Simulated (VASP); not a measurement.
# MnSi (rocksalt type) (Fm-3m) in VASP: a series of runs, part 2 of 2

VASP 6.6.1. The steps go on from the part before.

## (3) Electric field gradients, PBE, collinear spin, ferromagnetic start (volume scaled by 0.96)

Input file INCAR:

```
SYSTEM = MnSi
ALGO = Normal
EDIFF = 1E-8
ENCUT = 520
GGA = PE
ISIF = 2
ISMEAR = -1
ISPIN = 2
LASPH = .TRUE.
LCHARG = .FALSE.
LEFG = .TRUE.
LMAXMIX = 4
LORBIT = 11
LREAL = .FALSE.
LWAVE = .FALSE.
MAGMOM = 4 0
NBANDS = 20
NELM = 150
PREC = Accurate
SIGMA = 0.05
```

Input file KPOINTS:

```
k-points
0
G
  15 15 15
  0 0 0
```

Input file POSCAR:

```
MnSi
1.0
    0.0000000000      2.3897549226      2.3897549226
    2.3897549226      0.0000000000      2.3897549226
    2.3897549226      2.3897549226      0.0000000000
Mn Si
1 1
Direct
    0.0000000000      0.0000000000      0.0000000000
    0.5000000000      0.5000000000      0.5000000000
```

Potentials or basis: VASP PAW PBE potentials, release 64 (Mn_pv, Si).

Command:

```bash
> cat potpaw_PBE.64/Mn_pv/POTCAR potpaw_PBE.64/Si/POTCAR > POTCAR
> mpirun -np 1 vasp_std > vasp.out
```

OUTCAR:

```text
SYSTEM = MnSi
   EDIFF = 1E-8
   ENCUT = 520
   GGA = PE
   ISIF = 2
   ISMEAR = -1
   ISPIN = 2
   LASPH = .TRUE.
   LORBIT = 11
   LREAL = .FALSE.
   NELM = 150
   PREC = Accurate

 ion  position               nearest neighbor table
   1  0.000  0.000  0.000-   2 2.39   2 2.39   2 2.39   2 2.39   2 2.39   2 2.39
   2  0.500  0.500  0.500-   1 2.39   1 2.39   1 2.39   1 2.39   1 2.39   1 2.39

  LATTYP: Found a face centered cubic cell.
 ALAT       =     4.7795098452

  Lattice vectors:

 A1 = (   0.0000000000,   2.3897549226,   2.3897549226)
 A2 = (   2.3897549226,   0.0000000000,   2.3897549226)
 A3 = (   2.3897549226,   2.3897549226,   0.0000000000)

Analysis of symmetry for initial positions (statically):
=====================================================================
 Subroutine PRICEL returns:
 Original cell was already a primitive cell.

 Routine SETGRP: Setting up the symmetry group for a
 face centered cubic supercell.

 Subroutine GETGRP returns: Found 48 space group operations
 (whereof 48 operations were pure point group operations)
 out of a pool of 48 trial point group operations.

The static configuration has the point symmetry O_h .

Analysis of symmetry for dynamics (positions and initial velocities):
=====================================================================
 Subroutine PRICEL returns:
 Original cell was already a primitive cell.

 Routine SETGRP: Setting up the symmetry group for a
 face centered cubic supercell.

 Subroutine GETGRP returns: Found 48 space group operations
 (whereof 48 operations were pure point group operations)
[... 1288 lines left out ...]
  -------------------------------------------------------------------------------------
  Total        0.7746862      0.7746862      0.7746862     -0.0000000      0.0000000     -0.0000000
  in kB       45.4722343     45.4722343     45.4722343     -0.0000000      0.0000000     -0.0000000
  external PRESSURE =      45.4722343 kB  Pullay stress =       0.0000000 kB

 VOLUME and BASIS-vectors are now :
 -----------------------------------------------------------------------------
  energy-cutoff  :      520.00
  volume of cell :       27.30
      direct lattice vectors                 reciprocal lattice vectors
     0.000000000  2.389754923  2.389754923    -0.209226476  0.209226476  0.209226476
     2.389754923  0.000000000  2.389754923     0.209226476 -0.209226476  0.209226476
     2.389754923  2.389754923  0.000000000     0.209226476  0.209226476 -0.209226476

 POSITION                                       TOTAL-FORCE (eV/Angst)
 -----------------------------------------------------------------------------------
      0.00000      0.00000      0.00000        -0.000000      0.000000      0.000000
      2.38975      2.38975      2.38975         0.000000     -0.000000     -0.000000
 -----------------------------------------------------------------------------------
    total drift:                               -0.000000      0.000000      0.000000

  FREE ENERGIE OF THE ION-ELECTRON SYSTEM (eV)
  ---------------------------------------------------
  free  energy   TOTEN  =       -14.1412068638 eV

  energy  without entropy=      -14.1300876932  energy(sigma->0) =      -14.13564728

 Electric field gradients (V/A^2)
---------------------------------------------------------------------
 ion       V_xx      V_yy      V_zz      V_xy      V_xz      V_yz
---------------------------------------------------------------------
   1      -0.000     0.000     0.000    -0.003    -0.003    -0.003
   2      -0.000    -0.000    -0.000    -0.000    -0.000    -0.000
---------------------------------------------------------------------

 Electric field gradients after diagonalization (V/A^2)
 (convention: |V_zz| > |V_xx| > |V_yy|)
----------------------------------------------------------------------
 ion       V_xx      V_yy      V_zz     asymmetry (V_yy - V_xx)/ V_zz
----------------------------------------------------------------------
   1       0.003     0.003    -0.006       0.000
   2       0.000     0.000    -0.000       0.000
----------------------------------------------------------------------

           NMR quadrupolar parameters

 Cq : quadrupolar parameter    Cq=e*Q*V_zz/h
 eta: asymmetry parameters     (V_yy - V_xx)/ V_zz
 Q  : nuclear electric quadrupole moment in mb (millibarn)
----------------------------------------------------------------------
 ion       Cq(MHz)       eta       Q (mb)
----------------------------------------------------------------------
   1      -0.000       0.000       1.000
   2      -0.000       0.000       1.000
----------------------------------------------------------------------

 total charge

# of ion       s       p       d       tot
------------------------------------------
    1        0.326   6.271   5.256  11.853
    2        0.790   0.917   0.000   1.706
--------------------------------------------------
tot          1.116   7.188   5.256  13.560

 magnetization (x)

# of ion       s       p       d       tot
------------------------------------------
    1        0.053   0.008   2.389   2.449
    2       -0.022  -0.083   0.000  -0.105
--------------------------------------------------
tot          0.031  -0.076   2.389   2.344
```

OSZICAR:

```text
N       E                     dE             d eps       ncg     rms          rms(c)
DAV:   1     0.127807162492E+03    0.12781E+03   -0.89353E+03  9644   0.909E+02
DAV:   2    -0.107326240837E+02   -0.13854E+03   -0.13049E+03  9884   0.268E+02
DAV:   3    -0.155508802263E+02   -0.48183E+01   -0.47586E+01 11172   0.535E+01
DAV:   4    -0.155946412107E+02   -0.43761E-01   -0.43744E-01 10856   0.512E+00
DAV:   5    -0.155952349654E+02   -0.59375E-03   -0.59374E-03 10896   0.594E-01    0.170E+01
DAV:   6    -0.166910260408E+02   -0.10958E+01   -0.98789E+00 10472   0.461E+01    0.171E+01
DAV:   7    -0.141394426266E+02    0.25516E+01   -0.46952E+00 10340   0.299E+01    0.371E+00
DAV:   8    -0.141381984553E+02    0.12442E-02   -0.10024E-01 10664   0.271E+00    0.156E+00
DAV:   9    -0.141403862322E+02   -0.21878E-02   -0.98368E-03 10672   0.902E-01    0.776E-01
DAV:  10    -0.141409929319E+02   -0.60670E-03   -0.16852E-03 11340   0.304E-01    0.247E-01
DAV:  11    -0.141411723139E+02   -0.17938E-03   -0.25423E-04 10456   0.140E-01    0.113E-01
DAV:  12    -0.141412038721E+02   -0.31558E-04   -0.78399E-05 10796   0.996E-02    0.440E-02
DAV:  13    -0.141412037929E+02    0.79194E-07   -0.84458E-06 10284   0.228E-02    0.258E-02
DAV:  14    -0.141412064060E+02   -0.26131E-05   -0.25079E-06 11044   0.170E-02    0.637E-03
DAV:  15    -0.141412068675E+02   -0.46153E-06   -0.65449E-07 10516   0.755E-03    0.111E-03
DAV:  16    -0.141412068638E+02    0.37176E-08   -0.67299E-08 10680   0.164E-03
   1 F= -.14141207E+02 E0= -.14135647E+02  d E =-.111192E-01  mag=     2.3514
```

stdout:

```text
POSCAR found type information on POSCAR MnSi
 POSCAR found :  2 types and       2 ions
 scaLAPACK will be used
 LDA part: xc-table for (Slater+PW92), standard interpolation
 POSCAR, INCAR and KPOINTS ok, starting setup
 FFT: planning ... GRIDC
 FFT: planning ... GRID_SOFT
 FFT: planning ... GRID
 WAVECAR not read
 entering main loop
ion   1

ion   2
```

Wall time 1.7 min (1 thread of AMD EPYC 9R45 (Zen 5), shared host); peak memory 0.21 GiB.

Results:

```
Free energy                                           : -14.1412 eV
Pressure                                              : 4.5 GPa
Net moment                                            : 2.35 μB per cell
Site moments                                          : Mn +2.45; Si -0.10 μB
Valence electrons inside the program's atomic spheres : Mn 11.85; Si 1.71
```

Caveat: without QUAD_EFG the Cq values of the log hold for a quadrupole moment of 1 mb, not for the nuclei.

## (4) Electric field gradients, PBE, collinear spin, ferromagnetic start (volume scaled by 0.98)

Input file INCAR:

```
SYSTEM = MnSi
PREC     = Accurate       ! precision mode
ENCUT    = 520            ! plane-wave cutoff, eV
EDIFF    = 1E-8           ! SCF threshold, eV
ISMEAR   = -1             ! smearing method
SIGMA    = 0.05           ! smearing width, eV
LREAL    = .False.        ! projectors in reciprocal space
LASPH    = .True.         ! aspherical terms in the spheres
NELM     = 150            ! most SCF steps
ALGO     = Normal         ! electronic algorithm
ISIF     = 2              ! what is computed and relaxed
LWAVE    = .False.        ! write WAVECAR
LCHARG   = .False.        ! write CHGCAR
ISPIN    = 2              ! spin polarisation
MAGMOM   = 4 0            ! initial moments
LORBIT   = 11             ! projections on sites
LMAXMIX  = 4              ! l up to which the mixer works
GGA      = PE             ! functional
LEFG     = .True.       
NBANDS   = 20             ! bands
```

Input file KPOINTS:

```
regular mesh
0
Gamma
  15 15 15
  0 0 0
```

Input file POSCAR:

```
MnSi
1.0
    0.0000000000      2.4062365118      2.4062365118
    2.4062365118      0.0000000000      2.4062365118
    2.4062365118      2.4062365118      0.0000000000
Mn Si
1 1
Direct
    0.0000000000      0.0000000000      0.0000000000
    0.5000000000      0.5000000000      0.5000000000
```

Potentials or basis: VASP PAW PBE potentials, release 64 (Mn_pv, Si).

Command:

```bash
> cat potpaw_PBE.64/Mn_pv/POTCAR potpaw_PBE.64/Si/POTCAR > POTCAR
> mpirun -np 1 vasp_std > vasp.out
```

OUTCAR:

```text
SYSTEM = MnSi
   PREC = Accurate
   ENCUT = 520
   EDIFF = 1E-8
   ISMEAR = -1
   LREAL = .False.
   LASPH = .True.
   NELM = 150
   ISIF = 2
   ISPIN = 2
   LORBIT = 11
   GGA = PE

 ion  position               nearest neighbor table
   1  0.000  0.000  0.000-   2 2.41   2 2.41   2 2.41   2 2.41   2 2.41   2 2.41
   2  0.500  0.500  0.500-   1 2.41   1 2.41   1 2.41   1 2.41   1 2.41   1 2.41

  LATTYP: Found a face centered cubic cell.
 ALAT       =     4.8124730236

  Lattice vectors:

 A1 = (   0.0000000000,   2.4062365118,   2.4062365118)
 A2 = (   2.4062365118,   0.0000000000,   2.4062365118)
 A3 = (   2.4062365118,   2.4062365118,   0.0000000000)

Analysis of symmetry for initial positions (statically):
=====================================================================
 Subroutine PRICEL returns:
 Original cell was already a primitive cell.

 Routine SETGRP: Setting up the symmetry group for a
 face centered cubic supercell.

 Subroutine GETGRP returns: Found 48 space group operations
 (whereof 48 operations were pure point group operations)
 out of a pool of 48 trial point group operations.
[... 1320 lines left out ...]
    total drift:                               -0.000000      0.000000      0.000000

  FREE ENERGIE OF THE ION-ELECTRON SYSTEM (eV)
  ---------------------------------------------------
  free  energy   TOTEN  =       -14.1530427552 eV

  energy  without entropy=      -14.1420727728  energy(sigma->0) =      -14.14755776

 Electric field gradients (V/A^2)
---------------------------------------------------------------------
 ion       V_xx      V_yy      V_zz      V_xy      V_xz      V_yz
---------------------------------------------------------------------
   1      -0.000     0.000    -0.000    -0.003    -0.003    -0.003
   2      -0.000    -0.000    -0.000    -0.000    -0.000    -0.000
---------------------------------------------------------------------

 Electric field gradients after diagonalization (V/A^2)
 (convention: |V_zz| > |V_xx| > |V_yy|)
----------------------------------------------------------------------
 ion       V_xx      V_yy      V_zz     asymmetry (V_yy - V_xx)/ V_zz
----------------------------------------------------------------------
   1       0.003     0.003    -0.007       0.000
   2       0.000     0.000    -0.000       0.000
----------------------------------------------------------------------

           NMR quadrupolar parameters

 Cq : quadrupolar parameter    Cq=e*Q*V_zz/h
 eta: asymmetry parameters     (V_yy - V_xx)/ V_zz
 Q  : nuclear electric quadrupole moment in mb (millibarn)
----------------------------------------------------------------------
 ion       Cq(MHz)       eta       Q (mb)
----------------------------------------------------------------------
   1      -0.000       0.000       1.000
   2      -0.000       0.000       1.000
----------------------------------------------------------------------

 total charge

# of ion       s       p       d       tot
------------------------------------------
    1        0.323   6.263   5.233  11.819
    2        0.788   0.907   0.000   1.696
--------------------------------------------------
tot          1.112   7.170   5.233  13.514

 magnetization (x)

# of ion       s       p       d       tot
------------------------------------------
    1        0.054   0.008   2.448   2.510
    2       -0.022  -0.087   0.000  -0.108
--------------------------------------------------
tot          0.032  -0.079   2.448   2.402
```

Run time: 1.8 min. Hardware: 1 thread of AMD EPYC 9R45 (Zen 5), shared host; peak memory 0.21 GiB.

Results:

```yaml
Free_energy: -14.1530 eV
Pressure: 2.1 GPa
Net_moment: 2.41 μB per cell
Site_moments: Mn +2.51; Si -0.11 μB
Valence_electrons_inside_the_program's_atomic_spheres: Mn 11.82; Si 1.70
```

Caveat: without QUAD_EFG the Cq values of the log hold for a quadrupole moment of 1 mb, not for the nuclei.

## (5) The runs side by side

```tsv
spin	cell	gap on the mesh (eV)	pressure (GPa)	moment (μB)
non-collinear, typed start, SOC	a = 3.426 Å, angles 60.0°, 2 atoms	-	0.0	2.47
collinear, ferromagnetic start	a = 3.380 Å, angles 60.0°, 2 atoms	none	4.5	2.35
collinear, ferromagnetic start	a = 3.403 Å, angles 60.0°, 2 atoms	none	2.1	2.41
```

Alike in all rows: task electric field gradients; level PBE; potentials or basis VASP PAW PBE potentials, release 64 (Mn_pv, Si); k mesh 15 × 15 × 15; cutoff (eV) 520; smearing fermi-dirac 0.05 eV.

Absolute energies hang on the potentials; compare differences alone.
